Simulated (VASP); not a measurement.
A run of VASP 6.6.1 is set up as follows.

Contents of INCAR:

```
PREC = Accurate ; ENCUT = 520
EDIFF = 1E-7 ; ISMEAR = 0
SIGMA = 0.1 ; LREAL = F
LASPH = T ; NELM = 150
ALGO = Normal ; ISIF = 2
LWAVE = F ; LCHARG = F
ISPIN = 2 ; MAGMOM = 0 0 0.35 0.37 0.37
LORBIT = 11 ; GGA = PE
NBANDS = 30
```

The input KPOINTS:

```
regular mesh
0
Gamma
  12 12 6
```

POSCAR

```
Na2F3
1.0
    3.9979689496      0.0000000000      0.0000000000
   -1.9989844748      3.4623426739      0.0000000000
    0.0000000000      0.0000000000      4.8847300404
Na F
2 3
Direct
    0.3333333333      0.6666666667      0.2254327142
    0.6666666667      0.3333333333      0.7745672858
    0.0000000000      0.0000000000      0.0000000000
    0.3333333333      0.6666666667      0.7041733292
    0.6666666667      0.3333333333      0.2958266708
```

Potentials or basis: VASP PAW PBE potentials, release 64 (Na_pv, F).

Run with:

```sh
$ cat potpaw_PBE.64/Na_pv/POTCAR potpaw_PBE.64/F/POTCAR > POTCAR
$ mpirun -np 1 vasp_std > vasp.out
```

(1) Predict the pressure.

(2) Predict the site moments.

(3) What does it give for the largest force?

(4) Predict the net moment.

## Answers

(1) -0.2 GPa.

(2) Na -0.00; F +0.38, +0.26 (each value once) μB.

(3) 0.004 eV/Å.

(4) 1.00 μB per cell.
